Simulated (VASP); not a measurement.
Set up this calculation in VASP 6.6.1, as the native input.

* Task: single point
* Functional: PBE
* Potentials or basis: VASP PAW PBE potentials, release 64 (W_sv, O)
* Cutoff: 520 eV
* k mesh: 10 × 10 × 10
* Occupations: gaussian, width 0.02 eV
* Spin: collinear spin, ferromagnetic start
* Starting moments: [1.13, 0.0] μB
* Hubbard terms: W d U = 6.2 eV
* Dipole correction: no
* Further INCAR settings: ALGO = Normal; EDIFF = 1e-06; NBANDS = 21

The structure of WO lies in POSCAR:

```
WO
1.0
    0.0000000000      2.4128820392      2.4128820392
    2.4128820392      0.0000000000      2.4128820392
    2.4128820392      2.4128820392      0.0000000000
W O
1 1
Direct
    0.0000000000      0.0000000000      0.0000000000
    0.2500000000      0.2500000000      0.2500000000
```

These files were run (other wordings do the same):

INCAR

```
  PREC = Accurate
  ENCUT = 520
  EDIFF = 1E-6
  ISMEAR = 0
  SIGMA = 0.02
  LREAL = False
  LASPH = True
  NELM = 150
  ALGO = Normal
  ISIF = 2
  LWAVE = False
  LCHARG = True
  ISPIN = 2
  MAGMOM = 1.13 0
  LORBIT = 11
  LMAXMIX = 4
  LDAU = True
  LDAUTYPE = 2
  LDAUL = 2 -1
  LDAUU = 6.2 0
  LDAUJ = 0 0
  LDAUPRINT = 1
  GGA = PE
  LELF = True
  LVHAR = True
  NBANDS = 21
```

KPOINTS

```
Automatic mesh
0
Gamma
  10 10 10
```

Potentials or basis: VASP PAW PBE potentials, release 64 (W_sv, O).

Run with:

```console
$ cat potpaw_PBE.64/W_sv/POTCAR potpaw_PBE.64/O/POTCAR > POTCAR
$ mpirun -np 1 vasp_std > vasp.out
```

It gave:

The pressure is 5.8 GPa, the band gap on the k mesh is 0.62 eV, indirect (least direct gap 1.09 eV) and the net moment is 2.00 μB per cell. The site moments are W +1.72; O +0.04 μB and the valence electrons inside the program's atomic spheres are W 11.62; O 5.10.

Caveat: spin-orbit coupling is left out, which moves the levels of the heavy elements.

Run time: 33 s on 1 thread of Intel(R) Xeon(R) 6975P-C (Granite Rapids), with other jobs on the host, peak memory 0.19 GiB.
